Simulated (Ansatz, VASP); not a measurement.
One calculation of EuS, two programs

```
CELL_PARAMETERS angstrom
0.00000 2.93825 2.93825
2.93825 0.00000 2.93825
2.93825 2.93825 0.00000
ATOMIC_POSITIONS crystal
Eu 0.00000 0.00000 0.00000
S 0.50000 0.50000 0.50000
```

Alike in both runs: task single point; functional BLYP; k mesh 8 × 8 × 8; occupations fermi-dirac, width 0.05 eV; collinear spin.

```csv
,VASP,Ansatz
version,VASP 6.6.1,Ansatz 0.2.0
potentials or method,"VASP PAW PBE potentials, release 64 (Eu, S)",Ansatz PAW
plane-wave cutoff (eV),600,420
valence electrons in the cell,23,23
```

VASP gave:

| Quantity | Value |
| --- | --- |
| gap on the k mesh at the Fermi level (eV) | none |
| pressure (GPa) | 2.8 |
| net moment per atom (μB) | 3.48 |
| size of the moment on the site where the two differ most (μB) | 6.59 |

Q: Estimate Ansatz's values.

A: gap on the k mesh at the Fermi level (eV): none; pressure (GPa): 2.9; net moment per atom (μB): 3.48; size of the moment on the site where the two differ most (μB): 6.74.

VASP's potentials were made for PBE, not for BLYP. Site moments also hang on the region over which each program counts them. A gap of «none» marks a metal or a gap that the smearing closes. The functional is the same, so the differences come from potentials, cutoffs and numerics.

Spin-orbit coupling is off throughout.
